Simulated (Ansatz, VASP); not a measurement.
## SiC in VASP and in Ansatz

```
CELL_PARAMETERS angstrom
1.54159 0.89004 5.32123
-1.54159 0.89004 5.32123
0.00000 -1.78007 5.32123
ATOMIC_POSITIONS crystal
C 0.44919 0.44919 0.44919
C 0.55081 0.55081 0.55081
Si 0.92547 0.92547 0.92547
Si 0.07453 0.07453 0.07453
```

Alike in both runs: task single point; functional PBE; k mesh 10 × 10 × 10; no spin polarisation.

|  | VASP | Ansatz |
| --- | --- | --- |
| version | VASP 6.6.1 | Ansatz 0.2.0 |
| potentials or method | VASP PAW PBE potentials, release 64 (C, Si) | plane waves, PAW |
| plane-wave cutoff (eV) | 520 | 420 |
| occupations | gaussian, width 0.01 eV | fixed |
| valence electrons in the cell | 16 | 16 |

|  | VASP | Ansatz | Ansatz less VASP |
| --- | --- | --- | --- |
| gap on the k mesh at the Fermi level (eV) | 0.49 | 0.49 | +0.001 |
| pressure (GPa) | 2.5 | 2.6 | +0.04 |
| rms of the force components (eV/Å) | 0.109 | 0.114 | +0.0051 |
